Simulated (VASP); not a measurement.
The system is Rh.

```
Rh
1.0
    -1.50926    1.50926    1.50926
     1.50926   -1.50926    1.50926
     1.50926    1.50926   -1.50926
Rh
1
Direct
  0.00000 0.00000 0.00000
```

This isn't the form of Rh at room conditions, which is fcc.

* Program: VASP 6.6.1
* Task: relaxation of cell and atoms
* Functional: r2SCAN
* Potentials or basis: VASP PAW PBE potentials, release 64 (Rh_pv)
* Cutoff: 600 eV
* k mesh: 15 × 15 × 15
* Occupations: fermi-dirac, width 0.1 eV
* Spin: no spin polarisation

At the start: pressure 8.6 GPa; volume 13.75 Å³/atom.

**Question.** How do energy, volume and symmetry change on relaxing?

**Answer.** Over 4 steps the energy falls by 11.3 meV/atom and the volume is 14.19 Å³/atom (+3.2 %); space group Im-3m (No. 229, to 0.1 Å) before and after.

The path:
```
step  energy change (eV)  largest force (eV/Å)  pressure (GPa)  volume (Å³)
   1              0.0000                0.0000            8.60        13.75
   2              0.0456                0.0000          -15.55        15.27
   3             -0.0113                0.0000           -0.15        14.20
   4             -0.0113                0.0000           -0.02        14.19
```

Final structure:
```xyz
1
Lattice="-1.5251 1.5251 1.5251 1.5251 -1.5251 1.5251 1.5251 1.5251 -1.5251" Properties=species:S:1:pos:R:3 pbc="T T T"
Rh    0.0000    0.0000    0.0000
```

Caveat: the PAW data sets were made with another functional, which shifts forces and pressure a little.
